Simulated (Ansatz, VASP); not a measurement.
# Ti in VASP and in Ansatz

The input INCAR:

```
SYSTEM = Ti
PREC = Accurate ; ENCUT = 520
EDIFF = 1E-7 ; ISMEAR = -1
SIGMA = 0.1 ; LREAL = .False.
LASPH = .True. ; NELM = 100
ALGO = Normal ; ISIF = 2
LWAVE = .False. ; LCHARG = .False.
GGA = PE ; NBANDS = 12
```

KPOINTS

```
Automatic mesh
0
Gamma
  15 15 15
  0 0 0
```

POSCAR

```
Ti
1.0
   -1.5854356075      1.5854356075      1.5854356075
    1.5854356075     -1.5854356075      1.5854356075
    1.5854356075      1.5854356075     -1.5854356075
Ti
1
Direct
    0.0000000000      0.0000000000      0.0000000000
```

Input for Ansatz:

```yaml
crystal:
  lattice:
    - [-1.5854356075, 1.5854356075, 1.5854356075]
    - [1.5854356075, -1.5854356075, 1.5854356075]
    - [1.5854356075, 1.5854356075, -1.5854356075]
  atoms:
    - { symbol: Ti, position: [0.0, 0.0, 0.0] }
hamiltonian:
  xc: pbe
  pseudopotentials:
    kind: paw
    azcp:
      Ti: "pseudopotentials/Ti.paw.azcp"
basis:
  ecutwfc: 420
  fft_grid_basis: typed
kpoints:
  mp_grid: { grid: [15, 15, 15], shift: [0, 0, 0] }
magnetization:
  spin_polarized: false
scf:
  occupations: { method: fermi_dirac, width: 0.1 }
  lower_state_search: "off"
output:
  stress: true
```

Alike in both runs: task single point; functional PBE; k mesh 15 × 15 × 15; occupations fermi-dirac, width 0.1 eV; no spin polarisation.

|  | VASP | Ansatz |
| --- | --- | --- |
| version | VASP 6.6.1 | Ansatz 0.2.0 |
| potentials or method | VASP PAW PBE potentials, release 64 (Ti_sv), cutoff 520 eV | plane waves (420 eV) with PAW, scalar-relativistic |
| valence electrons in the cell | 12 | 12 |

|  | VASP | Ansatz | Ansatz less VASP |
| --- | --- | --- | --- |
| pressure (GPa) | 9.6 | 10.0 | +0.38 |

The functional is the same, so the differences come from potentials, cutoffs and numerics.
